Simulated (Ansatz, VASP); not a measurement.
Two plane-wave programs on Zr

```
Zr
1.0
     3.22090    0.00000    0.00000
    -1.61045    2.78938    0.00000
     0.00000    0.00000   10.40977
Zr
4
Direct
  0.00000 0.00000 0.00000
  0.00000 0.00000 0.50000
  0.33333 0.66667 0.75000
  0.66667 0.33333 0.25000
```

Alike in both runs: functional PBE; k mesh 6 × 6 × 2; occupations gaussian, width 0.1 eV; no spin polarisation.

Ansatz relaxed the structure, and its values are those at the end. VASP's run is a single point on that final structure, the one shown.

|  | VASP | Ansatz |
| --- | --- | --- |
| version | VASP 6.6.1 | Ansatz 0.2.0 |
| potentials or method | VASP PAW PBE potentials, release 64 (Zr_sv), cutoff 520 eV | scalar-relativistic, plane waves, PAW |
| valence electrons in the cell | 48 | 48 |

|  | VASP | Ansatz | Ansatz less VASP |
| --- | --- | --- | --- |
| gap on the k mesh at the Fermi level (eV) | none | none | - |
| pressure (GPa) | 0.0 | 0.0 | -0.01 |

A gap of «none» marks a metal or a gap that the smearing closes.

The k mesh is coarse, so the values compare programs but aren't converged.
